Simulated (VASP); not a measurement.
Set up this calculation in VASP 6.6.1, as the native input.

- Task: single point
- Functional: PBE
- Potentials or basis: VASP PAW PBE potentials, release 64 (Ni)
- Cutoff: 520 eV
- k mesh: 21 × 21 × 21
- Occupations: fermi-dirac, width 0.05 eV
- Spin: no spin polarisation
- Dipole correction: no
- Further INCAR settings: ALGO = Normal; EDIFF = 1e-07; NBANDS = 11

The structure of Ni lies in POSCAR:

```
Ni
1.0
    0.0000000000      1.6025710188      1.6025710188
    1.6025710188      0.0000000000      1.6025710188
    1.6025710188      1.6025710188      0.0000000000
Ni
1
Direct
    0.0000000000      0.0000000000      0.0000000000
```

This cell differs from its parent crystal: volume scaled by 0.76.

One way to write it, as run:

INCAR

```
ALGO     = Normal         # electronic algorithm
EDIFF    = 1E-7           # SCF threshold, eV
ENCUT    = 520            # plane-wave cutoff, eV
GGA      = PE             # functional
ISIF     = 2              # what is computed and relaxed
ISMEAR   = -1             # smearing method
LASPH    = True           # aspherical terms in the spheres
LCHARG   = False          # write CHGCAR
LREAL    = False          # projectors in reciprocal space
LWAVE    = False          # write WAVECAR
NBANDS   = 11             # bands
NELM     = 60             # most SCF steps
PREC     = Accurate       # precision mode
SIGMA    = 0.05           # smearing width, eV
```

KPOINTS

```
k-points
0
Gamma
  21 21 21
```

Potentials or basis: VASP PAW PBE potentials, release 64 (Ni).

Command:

```console
$ cat potpaw_PBE.64/Ni/POTCAR > POTCAR
$ mpirun -np 1 vasp_std > vasp.out
```

It gave:

```yaml
Pressure: 106.7 GPa
Band_gap_on_the_k_mesh: zero (band 5 reaches 14.11 eV, above the bottom of band 6 at 12.64 eV)
```

Caveat: the run has no spin polarisation, though such a crystal can be magnetic.

Run time: 56 s on 1 thread of AMD EPYC 7R43 64-Core Processor (Zen 3) (shared host), peak memory 0.1 GiB.
